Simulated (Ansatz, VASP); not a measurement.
# One calculation of Ge, two programs

Contents of INCAR:

```
  ALGO = Normal
  EDIFF = 1E-7
  ENCUT = 520
  GGA = PS
  ISIF = 2
  ISMEAR = -1
  LASPH = T
  LCHARG = F
  LREAL = F
  LWAVE = F
  NBANDS = 21
  NELM = 60
  PREC = Accurate
  SIGMA = 0.15
```

KPOINTS

```
k-points
0
Gamma
  14 14 14
```

POSCAR

```
Ge
1.0
    0.0000000000      2.8575420357      2.8575420357
    2.8575420357      0.0000000000      2.8575420357
    2.8575420357      2.8575420357      0.0000000000
Ge
2
Direct
    0.5000000000      0.5000000000      0.5000000000
    0.7500000000      0.7500000000      0.7500000000
```

Input for Ansatz:

```yaml
crystal:
  lattice:
    - [0.0, 2.8575420357, 2.8575420357]
    - [2.8575420357, 0.0, 2.8575420357]
    - [2.8575420357, 2.8575420357, 0.0]
  atoms:
    - { symbol: Ge, position: [0.5, 0.5, 0.5] }
    - { symbol: Ge, position: [0.75, 0.75, 0.75] }
basis:
  ecutwfc: 420
kpoints:
  mp_grid: { grid: [14, 14, 14] }
hamiltonian:
  xc: pbesol
scf:
  occupations: { method: fermi_dirac, width: 0.15 }
output:
  forces: true
  stress: true
  eigenvalues: true
```

Alike in both runs: task single point; functional PBEsol; k mesh 14 × 14 × 14; occupations fermi-dirac, width 0.15 eV; no spin polarisation.

```csv
,VASP,Ansatz
version,VASP 6.6.1,Ansatz 0.2.0
potentials or method,"VASP PAW PBE potentials, release 64 (Ge_d), cutoff 520 eV","scalar-relativistic, plane waves, PAW"
valence electrons in the cell,28,28
```

|  | VASP | Ansatz | Ansatz less VASP |
| --- | --- | --- | --- |
| gap on the k mesh at the Fermi level (eV) | none | none | - |
| pressure (GPa) | -1.3 | -1.3 | +0.09 |

VASP's potentials were made for PBE, not for PBEsol. A gap of «none» marks a metal or a gap that the smearing closes. The functional is the same, so the differences come from potentials, cutoffs and numerics.
